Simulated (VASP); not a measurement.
# TiPt3 (P4/mmm) in VASP: single point with PBEsol

Aim: the single point of TiPt3 with PBEsol.

Everything below comes from runs of VASP 6.6.1. Logs are shortened: lines on timing, memory, paths and dates and some standing lists are left out, and cuts for length are marked.

### Step 1. The cell of the first run

It takes space group P4/mmm (No. 123, tetragonal). The conventional cell has a = 3.897 Å, b = 3.897 Å, c = 3.975 Å, α = 90.00°, β = 90.00°, γ = 90.00°. Ti (site symmetry 4/mmm) has 12 Pt at 2.76 to 2.78 Å within 3.6 Å. Within 3.6 Å of Pt (site symmetry mmm) lie 8 Pt at 2.76 to 2.78 Å and 4 Ti at 2.78 Å. Within 3.6 Å of Pt (site symmetry 4/mmm) lie 4 Ti at 2.76 Å and 8 Pt at 2.78 Å.

### Step 2. Single point, PBEsol (zz strain of +2 %)

Input file INCAR:

```
PREC = Accurate ; ENCUT = 520
EDIFF = 1E-6 ; ISMEAR = -1
SIGMA = 0.05 ; LREAL = False
LASPH = True ; NELM = 100
ALGO = Normal ; ISIF = 2
LWAVE = False ; LCHARG = False
GGA = PS ; NBANDS = 29
```

Input file KPOINTS:

```
Automatic mesh
0
Gamma
  9 9 9
```

Input file POSCAR:

```
TiPt3
1.0
    3.8970000000      0.0000000000      0.0000000000
    0.0000000000      3.8970000000      0.0000000000
    0.0000000000      0.0000000000      3.9749400000
Ti Pt
1 3
Direct
    0.0000000000      0.0000000000      0.0000000000
    0.0000000000      0.5000000000      0.5000000000
    0.5000000000      0.0000000000      0.5000000000
    0.5000000000      0.5000000000      0.0000000000
```

Potentials or basis: VASP PAW PBE potentials, release 64 (Ti_sv, Pt).

Run with:

```console
$ cat potpaw_PBE.64/Ti_sv/POTCAR potpaw_PBE.64/Pt/POTCAR > POTCAR
$ mpirun -np 1 vasp_std > vasp.out
```

OUTCAR:

```text
PREC = Accurate
   ENCUT = 520
   EDIFF = 1E-6
   ISMEAR = -1
   LREAL = False
   LASPH = True
   NELM = 100
   ISIF = 2
   GGA = PS

 ion  position               nearest neighbor table
   1  0.000  0.000  0.000-   4 2.76   4 2.76   4 2.76   4 2.76   3 2.78   2 2.78   3 2.78   2 2.78
                             3 2.78   2 2.78   3 2.78   2 2.78
   2  0.000  0.500  0.500-   3 2.76   3 2.76   3 2.76   3 2.76   4 2.78   1 2.78   1 2.78   1 2.78
                             4 2.78   4 2.78   4 2.78   1 2.78
   3  0.500  0.000  0.500-   2 2.76   2 2.76   2 2.76   2 2.76   4 2.78   1 2.78   4 2.78   4 2.78
                             1 2.78   4 2.78   1 2.78   1 2.78
   4  0.500  0.500  0.000-   1 2.76   1 2.76   1 2.76   1 2.76   3 2.78   2 2.78   3 2.78   3 2.78
                             3 2.78   2 2.78   2 2.78   2 2.78

  LATTYP: Found a simple tetragonal cell.
 ALAT       =     3.8970000000
 C/A-ratio  =     1.0200000000

  Lattice vectors:

 A1 = (   3.8970000000,   0.0000000000,   0.0000000000)
 A2 = (   0.0000000000,   3.8970000000,   0.0000000000)
 A3 = (   0.0000000000,   0.0000000000,   3.9749400000)

Analysis of symmetry for initial positions (statically):
=====================================================================
 Subroutine PRICEL returns:
 Original cell was already a primitive cell.

 Routine SETGRP: Setting up the symmetry group for a
 simple tetragonal supercell.

 Subroutine GETGRP returns: Found 16 space group operations
 (whereof 16 operations were pure point group operations)
 out of a pool of 16 trial point group operations.

The static configuration has the point symmetry D_4h.

Analysis of symmetry for dynamics (positions and initial velocities):
=====================================================================
 Subroutine PRICEL returns:
 Original cell was already a primitive cell.

 Routine SETGRP: Setting up the symmetry group for a
 simple tetragonal supercell.

 Subroutine GETGRP returns: Found 16 space group operations
 (whereof 16 operations were pure point group operations)
 out of a pool of 16 trial point group operations.

The dynamic configuration has the point symmetry D_4h.

 Subroutine INISYM returns: Found 16 space group operations
 (whereof 16 operations are pure point group operations),
 and found     1 'primitive' translations

[... 90 lines left out ...]
   ISTART =      0    job   : 0-new  1-cont  2-samecut
   ICHARG =      2    charge: 1-file 2-atom 10-const
   ISPIN  =      1    spin polarized calculation?
   LNONCOLLINEAR =      F non collinear calculations
   LSORBIT =      F    spin-orbit coupling
   LASPH  =      T    aspherical Exc in radial PAW
   ENCUT  =  520.0 eV  38.22 Ry    6.18 a.u.   7.25  7.25  7.39*2*pi/ulx,y,z
   NELM   =    100;   NELMIN=  2; NELMDL= -5     # of ELM steps
   EDIFF  = 0.1E-05   stopping-criterion for ELM
   LREAL  =      F    real-space projection
   EDIFFG = 0.1E-04   stopping-criterion for IOM
   NSW    =      0    number of steps for IOM
   IBRION =     -1    ionic relax: 0-MD 1-quasi-New 2-CG
   NFREE  =      0    steps in history (QN), initial steepest desc. (CG)
   ISIF   =      2    stress and relaxation
   ISYM   =      2    0-nonsym 1-usesym 2-fastsym
   POTIM  = 0.5000    time-step for ionic-motion
   TEBEG  =    0.0;   TEEND  =   0.0 temperature during run
   PSTRESS=    0.0 pullay stress
   NELECT =      42.0000    total number of electrons
   NUPDOWN=      -1.0000    fix difference up-down
   EMIN   =  10.00;   EMAX   =-10.00  energy-range for DOS
   EFERMI =   0.00;   METHOD = LEGACY
   ISMEAR =    -1;   SIGMA  =   0.05  broadening in eV -4-tet -1-fermi 0-gaus
   EFERMI_NEDOS =   21; number of points for ismear=-14 and -15
   IALGO  =     38    algorithm
   IMIX   =      4    mixing-type and parameters
     AMIX     =   0.40;   BMIX     =  1.00
     AMIX_MAG =   1.60;   BMIX_MAG =  1.00
  volume/ion in A,a.u.               =      15.09       101.84
  Fermi-wavevector in a.u.,A,eV,Ry     =   1.450644  2.741319 28.631659  2.104368
  Thomas-Fermi vector in A             =   2.568232
   LORBIT       =      0    0 simple, 1 ext, 2 COOP (PROOUT), +10 PAW based schemes
   GGA     = PS    functional components
   LHFCALC =     F    Hartree Fock is set to
   AEXX    =    0.0000 exact exchange contribution
   IVDW    =     0    specifies the selected vdW correction
   LEPSILON=     F    determine dielectric tensor
   LRPA    =     F    only Hartree local field effects (RPA)
 non-spin polarized calculation
  energy-cutoff  :      520.00
  volume of cell :       60.37
 maximum number of plane-waves:      1639
 NGX is ok and might be reduce to    30
   NGX = 15   NGY = 15   NGZ = 15

 number of electron      42.0000000 magnetization

 Free energy of the ion-electron system (eV)
  ---------------------------------------------------
  ext. energy  EPLUGINS =         0.00000000
  ---------------------------------------------------
  free energy    TOTEN  =       -32.73986097 eV

  energy without entropy =      -32.72830555  energy(sigma->0) =      -32.73408326

 E-fermi :  11.3535     XC(G=0): -13.3086

 val. band max:       11.3262739252   @ k =   0.4444   0.1111   0.1111
 cond. band min:      11.3763175433   @ k =   0.4444   0.1111   0.0000
 fundamental gap:      0.0500436181
 Fermi energy:        11.3534563016

 k-point     1 :       0.0000    0.0000    0.0000
  band No.  band energies     occupation
      1     -46.6168      2.00000
      2     -22.9341      2.00000
      3     -22.9290      2.00000
      4     -22.9290      2.00000
      5       1.2577      2.00000
      6       4.1080      2.00000
[... 757 lines left out ...]
     28      17.6883      0.00000
     29      18.2012      0.00000

 [... further k-points ...]
[... 5 lines left out ...]
  --------------------------------------------------------------------------------------
  -------------------------------------------------------------------------------------
  Total       -1.3540761     -1.3540761     -2.6871189      0.0000000     -0.0000000      0.0000000
  in kB      -35.9386917    -35.9386917    -71.3191357      0.0000000     -0.0000000      0.0000000
  external PRESSURE =     -47.7321731 kB  Pullay stress =       0.0000000 kB

 VOLUME and BASIS-vectors are now :
 -----------------------------------------------------------------------------
  energy-cutoff  :      520.00
  volume of cell :       60.37
      direct lattice vectors                 reciprocal lattice vectors
     3.897000000  0.000000000  0.000000000     0.256607647  0.000000000  0.000000000
     0.000000000  3.897000000  0.000000000     0.000000000  0.256607647  0.000000000
     0.000000000  0.000000000  3.974940000     0.000000000  0.000000000  0.251576124

 POSITION                                       TOTAL-FORCE (eV/Angst)
 -----------------------------------------------------------------------------------
      0.00000      0.00000      0.00000         0.000000      0.000000      0.000000
      0.00000      1.94850      1.98747         0.000000      0.000000      0.000000
      1.94850      0.00000      1.98747         0.000000      0.000000      0.000000
      1.94850      1.94850      0.00000         0.000000      0.000000      0.000000
 -----------------------------------------------------------------------------------
    total drift:                                0.000000      0.000000     -0.000000

  FREE ENERGIE OF THE ION-ELECTRON SYSTEM (eV)
  ---------------------------------------------------
  free  energy   TOTEN  =       -32.7398609722 eV

  energy  without entropy=      -32.7283055513  energy(sigma->0) =      -32.73408326
```

OSZICAR:

```text
N       E                     dE             d eps       ncg     rms          rms(c)
DAV:   1     0.371082918904E+03    0.37108E+03   -0.20814E+04  4350   0.156E+03
DAV:   2    -0.896588655878E+01   -0.38005E+03   -0.36060E+03  4570   0.403E+02
DAV:   3    -0.353224205138E+02   -0.26357E+02   -0.25162E+02  5495   0.101E+02
DAV:   4    -0.362361192096E+02   -0.91370E+00   -0.90943E+00  5359   0.172E+01
DAV:   5    -0.362600231935E+02   -0.23904E-01   -0.23901E-01  5259   0.286E+00    0.223E+01
DAV:   6    -0.340144676161E+02    0.22456E+01   -0.10790E+01  4667   0.293E+01    0.134E+01
DAV:   7    -0.338255741622E+02    0.18889E+00   -0.20622E+01  5516   0.292E+01    0.103E+01
DAV:   8    -0.328660874370E+02    0.95949E+00   -0.10100E+00  4685   0.976E+00    0.429E+00
DAV:   9    -0.328397415607E+02    0.26346E-01   -0.14340E+00  6154   0.700E+00    0.319E+00
DAV:  10    -0.327426912581E+02    0.97050E-01   -0.31695E-01  5011   0.400E+00    0.632E-01
DAV:  11    -0.327403792373E+02    0.23120E-02   -0.84643E-03  5430   0.615E-01    0.288E-01
DAV:  12    -0.327406570994E+02   -0.27786E-03   -0.64710E-04  4775   0.246E-01    0.271E-01
DAV:  13    -0.327398562701E+02    0.80083E-03   -0.26868E-03  5438   0.351E-01    0.147E-02
DAV:  14    -0.327398604023E+02   -0.41323E-05   -0.44826E-05  4812   0.479E-02    0.913E-03
DAV:  15    -0.327398609722E+02   -0.56983E-06   -0.60512E-06  4276   0.168E-02
   1 F= -.32739861E+02 E0= -.32734083E+02  d E =-.115554E-01
```

Run time: 57 s. Hardware: 1 thread of AMD EPYC 9R45 (Zen 5), shared host; peak memory 0.22 GiB.

Results:

```yaml
Free_energy: -32.7399 eV
Pressure: -4.8 GPa
Band_gap_on_the_k_mesh: zero (band 21 reaches 12.64 eV, above the bottom of band 22 at 11.19 eV)
```

Stress tensor (GPa, compression positive):
```
-3.59  0.00  0.00
 0.00 -3.59  0.00
 0.00  0.00 -7.13
```

Caveat: the cell differs from its parent crystal (zz strain of +2 %); the PAW data sets were made with another functional, which shifts forces and pressure a little; spin-orbit coupling is left out, which moves the levels of the heavy elements.
